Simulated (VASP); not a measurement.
Wanted: the native input for a VASP 6.6.1 run.

- Task: single point
- Functional: PBEsol
- Potentials or basis: VASP PAW PBE potentials, release 64 (Ru_pv)
- Cutoff: 520 eV
- k mesh: 11 × 11 × 1
- Occupations: gaussian, width 0.1 eV
- Spin: no spin polarisation
- Dipole correction: yes
- Further INCAR settings: ALGO = Normal; EDIFF = 1e-07; NBANDS = 36

The structure of Ru lies in POSCAR:

```
Ru
1.0
    2.6649775258      0.0000000000      0.0000000000
    0.0000000000      2.6649775258      0.0000000000
    0.0000000000      0.0000000000     22.6532710406
Ru
4
Direct
    0.5000000000      0.5000000000      0.3752217499
    0.0000000000      0.0000000000      0.4584072500
    0.5000000000      0.5000000000      0.5434626164
    0.0000000000      0.0000000000      0.6211638258
```

The input as run:

INCAR

```
SYSTEM = Ru
ALGO = Normal
DIPOL = 0.5 0.5 0.500
EDIFF = 1E-7
ENCUT = 520
GGA = PS
IDIPOL = 3
ISIF = 2
ISMEAR = 0
LASPH = .TRUE.
LCHARG = .FALSE.
LDIPOL = .TRUE.
LREAL = .FALSE.
LWAVE = .FALSE.
NBANDS = 36
NELM = 100
PREC = Accurate
SIGMA = 0.1
```

KPOINTS

```
k-points
0
G
  11 11 1
  0 0 0
```

Potentials or basis: VASP PAW PBE potentials, release 64 (Ru_pv).

Launch:

```sh
$ cat potpaw_PBE.64/Ru_pv/POTCAR > POTCAR
$ mpirun -np 1 vasp_std > vasp.out
```

Results of the run:

```json
{
 "Largest force": "1.145 eV/Å",
 "Band gap on the k mesh": "zero (band 28 reaches 2.17 eV, above the bottom of band 29 at 0.60 eV)"
}
```

Caveat: the PAW data sets were made with another functional, which shifts forces and pressure a little.

Wall time 3.9 min on 1 thread of AMD EPYC 7R13 Processor (Zen 3), on a shared host, peak memory 0.26 GiB.
